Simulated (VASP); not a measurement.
Here is a VASP 6.6.1 calculation.

Contents of INCAR:

```
PREC = Accurate
ENCUT = 600
EDIFF = 1E-7
ISMEAR = -1
SIGMA = 0.1
LREAL = False
LASPH = True
NELM = 120
ALGO = Normal
ISIF = 3
LWAVE = False
LCHARG = False
GGA = PS
IBRION = 2
NSW = 80
EDIFFG = -0.03
GGA_COMPAT = False
NELMIN = 4
```

KPOINTS

```
Automatic mesh
0
Gamma
  8 8 8
```

Contents of POSCAR:

```
Re
1.0
    0.0000000000      1.9450000000      1.9450000000
    1.9450000000      0.0000000000      1.9450000000
    1.9450000000      1.9450000000      0.0000000000
Re
1
Direct
    0.0000000000      0.0000000000      0.0000000000
```

Potentials or basis: VASP PAW PBE potentials, release 64 (Re).

Command:

```console
$ cat potpaw_PBE.64/Re/POTCAR > POTCAR
$ mpirun -np 1 vasp_std > vasp.out
```

Task: What does it give for the relaxed volume?

Result: 14.60 Å³/atom.

Task: Estimate the band gap on the k mesh.

Result: Zero (an odd number of electrons rules out a gap without spin polarisation).

Final structure:
```
Re
1.0
     0.00000    1.93988    1.93988
     1.93988    0.00000    1.93988
     1.93988    1.93988    0.00000
Re
1
Direct
  0.00000 0.00000 0.00000
```

Caveat: the PAW data sets were made with another functional, which shifts forces and pressure a little; spin-orbit coupling is left out, which moves the levels of the heavy elements.
